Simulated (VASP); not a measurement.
Ge2Sb2Te5, 9 atoms in the cell. Symmetry: P-3m1, No. 164, trigonal system. Conventional cell: a = 4.499 Å, b = 4.499 Å, c = 17.978 Å, α = 90.00°, β = 90.00°, γ = 120.00°. Within 3.9 Å of Ge (site symmetry 3m) lie 6 Te at 2.95 to 3.41 Å. Within 4.1 Å of Sb (site symmetry 3m) lie 6 Te at 3.12 to 3.29 Å. Within 4.3 Å of Te (site symmetry -3m) lie 6 Sb at 3.29 Å. Within 4.1 Å of Te (site symmetry 3m) lie 3 Sb at 3.12 Å and 3 Ge at 3.41 Å. Within 3.9 Å of Te (site symmetry 3m) lie 3 Ge at 2.95 Å. 

- Program: VASP 6.6.1
- Task: single point
- Functional: PBE
- Potentials or basis: VASP PAW PBE potentials, release 64 (Ge_d, Sb, Te)
- Cutoff: 520 eV
- k mesh: 12 × 12 × 2
- Occupations: gaussian, width 0.03 eV
- Spin: no spin polarisation
- Dipole correction: no
- Further INCAR settings: ALGO = Normal; EDIFF = 1e-07; NBANDS = 44

Potentials or basis: VASP PAW PBE potentials, release 64 (Ge_d, Sb, Te).

The run is started by

```console
$ cat potpaw_PBE.64/Ge_d/POTCAR potpaw_PBE.64/Sb/POTCAR potpaw_PBE.64/Te/POTCAR > POTCAR
$ mpirun -np 1 vasp_std > vasp.out
```

Hardware: 1 thread of Intel(R) Xeon(R) 6975P-C (Granite Rapids), with other jobs on the host.

**Question.** Estimate the wall time of this run.

**Answer.** Wall time 6.1 min on 1 thread of Intel(R) Xeon(R) 6975P-C (Granite Rapids), on a shared host, peak memory 0.74 GiB. Counts: scf iterations 16, k points 38.
